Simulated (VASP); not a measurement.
Input of a VASP 6.6.1 run:

Contents of POSCAR:

```
TiO2
1.0
    0.0206127144      2.4174399723      2.4174399723
    2.4174399723      0.0206127144      2.4174399723
    2.4174399723      2.4174399723      0.0206127144
Ti O
1 2
Direct
    0.0000000000      0.0000000000      0.0000000000
    0.2495778124      0.2495778124      0.2495778124
    0.7504221876      0.7504221876      0.7504221876
```

Contents of INCAR.step1:

```
SYSTEM = TiO2
  PREC = Accurate
  ENCUT = 520
  ISMEAR = 0
  SIGMA = 0.01
  LREAL = .False.
  LASPH = .True.
  NELM = 80
  NBANDS = 19
  GGA = PE
  ALGO = Normal
  EDIFF = 1E-4
  LWAVE = .True.
  LCHARG = .False.
```

File INCAR.step2:

```
SYSTEM = TiO2
  PREC = Accurate
  ENCUT = 520
  EDIFF = 1E-6
  ISMEAR = 0
  SIGMA = 0.01
  LREAL = .False.
  LASPH = .True.
  NELM = 80
  ALGO = Normal
  ISIF = 2
  LWAVE = .False.
  LCHARG = .False.
  METAGGA = R2SCAN
  LMIXTAU = .True.
  NBANDS = 19
  ISTART = 1
```

File KPOINTS:

```
regular mesh
0
Gamma
  10 10 10
  0 0 0
```

Potentials or basis: VASP PAW PBE potentials, release 64 (Ti_sv, O).

Run with:

```bash
$ cat potpaw_PBE.64/Ti_sv/POTCAR potpaw_PBE.64/O/POTCAR > POTCAR
$ cp INCAR.step1 INCAR
$ mpirun -np 1 vasp_std > vasp.out
$ cp INCAR.step2 INCAR
$ mpirun -np 1 vasp_std > vasp.out
```

Question: Predict the band gap on the k mesh.

Answer: 1.53 eV, indirect (least direct gap 2.21 eV).

Question: Estimate the pressure.

Answer: -1.9 GPa.

Question: What does it give for the largest force?

Answer: 0.004 eV/Å.

Forces in eV/Å, atoms in the order of the input:
```
Ti   0.000  0.000  0.000
O   -0.002 -0.002 -0.002
O    0.002  0.002  0.002
```

Caveat: the cell differs from its parent crystal (strain along [111] +1.3%); the PAW data sets were made with another functional, which shifts forces and pressure a little. A k mesh can miss the band edges.
